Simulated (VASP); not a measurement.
Set up this calculation in VASP 6.6.1, as the native input.

```
Task                   : single point
Functional             : r2SCAN
Potentials or basis    : VASP PAW PBE potentials, release 64 (Mg_sv, B)
Cutoff                 : 660 eV
k mesh                 : 12 × 12 × 10
Occupations            : gaussian, width 0.05 eV
Spin                   : no spin polarisation
Dipole correction      : no
Further INCAR settings : ALGO = Normal; EDIFF = 1e-06; NBANDS = 15
```

MgB2:

```
CELL_PARAMETERS angstrom
3.07215 0.00000 0.00000
-1.53607 2.66056 0.00000
0.00000 0.00000 3.49936
ATOMIC_POSITIONS crystal
Mg 0.00000 0.00000 0.00000
B 0.33333 0.66667 0.50000
B 0.66667 0.33333 0.50000
```

The input as run:

POSCAR

```
MgB2
1.0
    3.0721480083      0.0000000000      0.0000000000
   -1.5360740041      2.6605582194      0.0000000000
    0.0000000000      0.0000000000      3.4993583942
Mg B
1 2
Direct
    0.0000000000      0.0000000000      0.0000000000
    0.3333333333      0.6666666667      0.5000000000
    0.6666666667      0.3333333333      0.5000000000
```

INCAR.step1

```
PREC     = Accurate       # precision mode
ENCUT    = 660            # plane-wave cutoff, eV
ISMEAR   = 0              # smearing method
SIGMA    = 0.05           # smearing width, eV
LREAL    = False          # projectors in reciprocal space
LASPH    = True           # aspherical terms in the spheres
NELM     = 120            # most SCF steps
NBANDS   = 15             # bands
GGA      = PE             # functional
ALGO     = Normal         # electronic algorithm
EDIFF    = 1E-5           # SCF threshold, eV
LWAVE    = True           # write WAVECAR
LCHARG   = False          # write CHGCAR
GGA_COMPAT= False
```

INCAR.step2

```
PREC     = Accurate       # precision mode
ENCUT    = 660            # plane-wave cutoff, eV
EDIFF    = 1E-6           # SCF threshold, eV
ISMEAR   = 0              # smearing method
SIGMA    = 0.05           # smearing width, eV
LREAL    = False          # projectors in reciprocal space
LASPH    = True           # aspherical terms in the spheres
NELM     = 120            # most SCF steps
ALGO     = Normal         # electronic algorithm
ISIF     = 2              # what is computed and relaxed
LWAVE    = False          # write WAVECAR
LCHARG   = False          # write CHGCAR
METAGGA  = R2SCAN         # meta-GGA
LMIXTAU  = True         
NBANDS   = 15             # bands
ISTART   = 1            
GGA_COMPAT= False
```

KPOINTS

```
regular mesh
0
Gamma
  12 12 10
```

Potentials or basis: VASP PAW PBE potentials, release 64 (Mg_sv, B).

Launch:

```console
$ cat potpaw_PBE.64/Mg_sv/POTCAR potpaw_PBE.64/B/POTCAR > POTCAR
$ cp INCAR.step1 INCAR
$ mpirun -np 1 vasp_std > vasp.out
$ cp INCAR.step2 INCAR
$ mpirun -np 1 vasp_std > vasp.out
```

Results of the run:

The pressure is -0.1 GPa. The band gap on the k mesh is zero (bands 8 and 9 overlap by 4.03 eV).

Caveat: the PAW data sets were made with another functional, which shifts forces and pressure a little.

Wall time 3.9 min on 1 thread of Intel(R) Xeon(R) 6975P-C (Granite Rapids), on a shared host, peak memory 0.2 GiB.
